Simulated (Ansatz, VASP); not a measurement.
# One calculation of ScBSbP3, two programs

```
Sc B Sb P
1.0
     4.00744    0.00000    0.00000
    -2.00372    3.47054    0.00000
     0.00000    0.00000    9.97550
Sc B Sb P
1 1 1 3
Direct
  0.33333 0.66667 0.17826
  0.00000 0.00000 0.57162
  0.66667 0.33333 0.80636
  0.00000 0.00000 0.29275
  0.00000 0.00000 0.76618
  0.33333 0.66667 0.76063
```

Alike in both runs: task relaxation of cell and atoms; functional PBE; k mesh 6 × 6 × 2; occupations gaussian, width 0.1 eV; no spin polarisation.

|  | VASP | Ansatz |
| --- | --- | --- |
| version | VASP 6.6.1 | Ansatz 0.2.0 |
| potentials or method | VASP PAW PBE potentials, release 64 (Sc_sv, B, Sb, P), cutoff 600 eV | scalar-relativistic, plane waves, PAW |
| valence electrons in the cell | 34 | 44 |

|  | VASP | Ansatz | Ansatz less VASP |
| --- | --- | --- | --- |
| gap on the k mesh at the Fermi level, each at its own relaxed structure (eV) | none | none | - |
| relaxed volume (Å³/atom) | 21.95 | 21.71 | -0.242 |
| relaxed cell length with the largest relative difference (Å) | 7.242 | 9.489 | +2.2474 |

A gap of «none» marks a metal or a gap that the smearing closes. One of these differences is far larger than is usual between the two programs; its cause wasn't traced. VASP's potentials hold 34 valence electrons a cell and Ansatz's 44, so a difference there can come from the potentials and not from the codes.

Spin-orbit coupling is off throughout.
